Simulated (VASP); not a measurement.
Wanted: the native input for a VASP 6.6.1 run.

```yaml
Task: single point
Functional: BLYP
Potentials_or_basis: VASP PAW PBE potentials, release 64 (W_sv)
Cutoff: 520 eV
k_mesh: 15 × 15 × 15
Occupations: fermi-dirac, width 0.1 eV
Spin: no spin polarisation
Dipole_correction: no
Further_INCAR_settings: ALGO = Normal; EDIFF = 1e-07; NBANDS = 21
```

The structure of W lies in POSCAR:

```
W
1.0
    0.0000000000      2.9574046168      2.9574046168
    2.9574046168      0.0000000000      2.9574046168
    2.9574046168      2.9574046168      0.0000000000
W
2
Direct
    0.1250000000      0.1250000000      0.1250000000
    0.8750000000      0.8750000000      0.8750000000
```

The input as run:

INCAR

```
AGGAC    = 1.0          
AGGAX    = 1.0          
ALDAC    = 0.0          
ALDAX    = 1.0          
ALGO     = Normal         # electronic algorithm
EDIFF    = 1E-7           # SCF threshold, eV
ENCUT    = 520            # plane-wave cutoff, eV
GGA      = B5             # functional
ISIF     = 2              # what is computed and relaxed
ISMEAR   = -1             # smearing method
LASPH    = True           # aspherical terms in the spheres
LCHARG   = True           # write CHGCAR
LELF     = True           # ELF
LREAL    = False          # projectors in reciprocal space
LVHAR    = True         
LWAVE    = False          # write WAVECAR
NBANDS   = 21             # bands
NELM     = 100            # most SCF steps
PREC     = Accurate       # precision mode
SIGMA    = 0.1            # smearing width, eV
```

KPOINTS

```
k-points
0
Gamma
  15 15 15
```

Potentials or basis: VASP PAW PBE potentials, release 64 (W_sv).

Launch:

```console
$ cat potpaw_PBE.64/W_sv/POTCAR > POTCAR
$ mpirun -np 1 vasp_std > vasp.out
```

Results of the run:

- Pressure: 0.8 GPa
- Band gap on the k mesh: zero (band 14 reaches 5.86 eV, above the bottom of band 15 at 5.04 eV)

Caveat: the PAW data sets were made with another functional, which shifts forces and pressure a little; spin-orbit coupling is left out, which moves the levels of the heavy elements.

Wall time 47 s on 1 thread of Intel(R) Xeon(R) 6975P-C (Granite Rapids), on a shared host, peak memory 0.24 GiB.
